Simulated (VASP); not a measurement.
A run of VASP 6.6.1:

File INCAR:

```
  PREC = Accurate
  ENCUT = 520
  EDIFF = 1E-7
  ISMEAR = 0
  SIGMA = 0.1
  LREAL = F
  LASPH = T
  NELM = 80
  ALGO = Normal
  ISIF = 2
  LWAVE = F
  LCHARG = T
  GGA = CA
  LELF = T
  LVHAR = T
  NBANDS = 24
```

KPOINTS

```
Automatic mesh
0
Gamma
  7 7 7
```

POSCAR

```
LiGa
1.0
    0.0000000000      3.0845000000      3.0845000000
    3.0845000000      0.0000000000      3.0845000000
    3.0845000000      3.0845000000      0.0000000000
Li Ga
2 2
Direct
    0.5000000000      0.5000000000      0.5000000000
    0.7500000000      0.7500000000      0.7500000000
    0.0000000000      0.0000000000      0.0000000000
    0.2500000000      0.2500000000      0.2500000000
```

Potentials or basis: VASP PAW LDA potentials, release 64 (Li_sv, Ga_d).

Run with:

```console
$ cat potpaw_LDA.64/Li_sv/POTCAR potpaw_LDA.64/Ga_d/POTCAR > POTCAR
$ mpirun -np 1 vasp_std > vasp.out
```

Hardware: 1 thread of AMD EPYC 7R13 Processor (Zen 3), on a shared host.

Task: How long does it take, and how much memory?

Result: Run time: 25 s on 1 thread of AMD EPYC 7R13 Processor (Zen 3), on a shared host, peak memory 0.13 GiB. Counts: scf iterations 13, k points 20.
